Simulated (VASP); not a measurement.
Wanted: the native input for a VASP 6.6.1 run.

| Quantity | Value |
| --- | --- |
| Task | single point |
| Functional | PBEsol |
| Potentials or basis | VASP PAW PBE potentials, release 64 (Cu) |
| Cutoff | 520 eV |
| k mesh | 19 × 19 × 19 |
| Occupations | fermi-dirac, width 0.08 eV |
| Spin | no spin polarisation |
| Dipole correction | no |
| Further INCAR settings | ALGO = Normal; EDIFF = 1e-07; NBANDS = 12 |

The structure of Cu lies in POSCAR:

```
Cu
1.0
    0.0000000000      1.8617250000      1.8075000000
    1.8617250000      0.0000000000      1.8075000000
    1.8617250000      1.8617250000      0.0000000000
Cu
1
Direct
    0.0000000000      0.0000000000      0.0000000000
```

This cell differs from its parent crystal: equal xx and yy strain of +3 %.

These files were run (other wordings do the same):

INCAR

```
SYSTEM = Cu
PREC = Accurate
ENCUT = 520
EDIFF = 1E-7
ISMEAR = -1
SIGMA = 0.08
LREAL = .False.
LASPH = .True.
NELM = 100
ALGO = Normal
ISIF = 2
LWAVE = .False.
LCHARG = .True.
GGA = PS
LELF = .True.
LVHAR = .True.
NBANDS = 12
```

KPOINTS

```
Automatic mesh
0
Gamma
  19 19 19
  0 0 0
```

Potentials or basis: VASP PAW PBE potentials, release 64 (Cu).

Command:

```console
$ cat potpaw_PBE.64/Cu/POTCAR > POTCAR
$ mpirun -np 1 vasp_std > vasp.out
```

It gave:

The pressure is -12.6 GPa.

Caveat: the cell differs from its parent crystal (equal xx and yy strain of +3 %); the PAW data sets were made with another functional, which shifts forces and pressure a little.

Wall time 93 s on 1 thread of AMD EPYC 7R43 64-Core Processor (Zen 3), with other jobs on the host, peak memory 0.15 GiB.
